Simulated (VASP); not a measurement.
# O2: single point with PBEsol

System: O2, in a box.

```xyz
2
Lattice="10.0000 0.0000 0.0000 0.0000 10.5000 0.0000 0.0000 0.0000 11.0000" Properties=species:S:1:pos:R:3 pbc="T T T"
O     5.0000    5.2500    4.8945
O     5.0000    5.2500    6.1055
```

```yaml
Program: VASP 6.6.1
Task: single point
Functional: PBEsol
Potentials_or_basis: VASP PAW PBE potentials, release 64 (O_h)
Cutoff: 910 eV
k_mesh: 1 × 1 × 1
Occupations: gaussian, width 0.01 eV
Spin: collinear spin, ferromagnetic start
Starting_moments: "[1.0, 1.0] μB"
```

| Item | Value |
| --- | --- |
| Largest force | 0.140 eV/Å |
| Gap between the frontier levels | 2.27 eV |
| Net moment | 2.00 μB per cell |
| Site moments | O +0.62 μB |
| Valence electrons inside the program's atomic spheres | O 3.30 |

Forces on the atoms (eV/Å):
```
O    0.000  0.000 -0.140
O    0.000  0.000  0.140
```

Levels at points of the mesh, in eV from the valence-band top:
Spin up:
```csv
k point,band 3,band 4,band 5,band 6,band 7,band 8,band 9,band 10,band 11,band 12
"(0.00, 0.00, 0.00)",-6.79,-6.73,-6.73,0.00,0.00,6.41,7.45,7.67,7.71,7.82
```
Spin down:
```tsv
k point	band 1	band 2	band 3	band 4	band 5	band 6	band 7	band 8	band 9	band 10
(0.00, 0.00, 0.00)	-24.86	-11.87	-5.77	-4.90	-4.90	2.27	2.27	6.51	7.63	7.73
```

Run time: 3.6 min on 1 thread of Intel(R) Xeon(R) 6975P-C (Granite Rapids), with other jobs on the host, peak memory 2.4 GiB.

Caveat: the PAW data sets were made with another functional, which shifts forces and pressure a little.
